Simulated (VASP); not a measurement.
**Tl: relaxation of cell and atoms with PBE**

Crystal: Tl.

```
Tl
1.0
     2.82837    0.00000    0.00000
    -1.41419    2.44944    0.00000
     0.00000    0.00000    4.58197
Tl
2
Direct
  0.33333 0.66667 0.25000
  0.66667 0.33333 0.75000
```

* Program: VASP 6.6.1
* Task: relaxation of cell and atoms
* Functional: PBE
* Potentials or basis: VASP PAW PBE potentials, release 64 (Tl_d)
* Cutoff: 600 eV
* k mesh: 16 × 16 × 9
* Occupations: fermi-dirac, width 0.08 eV
* Spin: no spin polarisation
* Target pressure: 120 GPa
* Dipole correction: no
* Further INCAR settings: ALGO = Normal; EDIFF = 1e-07; IBRION = 2; EDIFFG = -0.005; NSW = 60; ISIF = 3

```yaml
Relaxed_volume: 15.78 Å³/atom
Relaxed_cell: a = 2.810 Å, b = 2.810 Å, c = 4.613 Å, α = 90.00°, β = 90.00°, γ = 120.00°
Space_group_after_relaxing_to_0.1_Å: P6_3/mmc (No. 194)
Energy_change_on_relaxing_the_run_minimises_the_enthalpy: +67.9 meV/atom
Ionic_steps: 5
Pressure_after_relaxing: 120.0 GPa
Band_gap_on_the_k_mesh: zero (bands 13 and 14 overlap by 7.79 eV)
```

Step by step:
| step | energy change (eV) | largest force (eV/Å) | pressure (GPa) | volume (Å³) |
| --- | --- | --- | --- | --- |
| 1 | 0.0000 | 0.0000 | 117.10 | 31.74 |
| 2 | 1.0382 | 0.0000 | 139.51 | 30.44 |
| 3 | 0.1754 | 0.0000 | 120.89 | 31.51 |
| 4 | 0.1135 | 0.0000 | 119.52 | 31.59 |
| 5 | 0.1359 | 0.0000 | 120.03 | 31.56 |

Final structure:
```cif
data_structure
_symmetry_space_group_name_H-M 'P 1'
_symmetry_Int_Tables_number 1
_cell_length_a 2.8104
_cell_length_b 2.8104
_cell_length_c 4.6133
_cell_angle_alpha 90.000
_cell_angle_beta 90.000
_cell_angle_gamma 120.000
_cell_volume 31.56
loop_
_atom_site_label
_atom_site_type_symbol
_atom_site_fract_x
_atom_site_fract_y
_atom_site_fract_z
_atom_site_occupancy
Tl1 Tl 0.33333 0.66667 0.25000 1
Tl2 Tl 0.66667 0.33333 0.75000 1
```

Levels at points of the mesh, in eV from the Fermi level:
```
           k point  band 11  band 12  band 13  band 14  band 15  band 16
(0.00, 0.00, 0.00)   -12.16    -6.85    -5.12    10.03    11.61    12.14
(0.50, 0.00, 0.00)    -7.04    -6.51    -0.27     0.72     1.01     4.58
```

Run time: 98 s on 1 thread of Intel(R) Xeon(R) 6975P-C (Granite Rapids), with other jobs on the host, peak memory 0.23 GiB.

Caveat: the cell is relaxed towards a set pressure, so the run minimises the enthalpy, not the energy; spin-orbit coupling is left out, which moves the levels of the heavy elements.
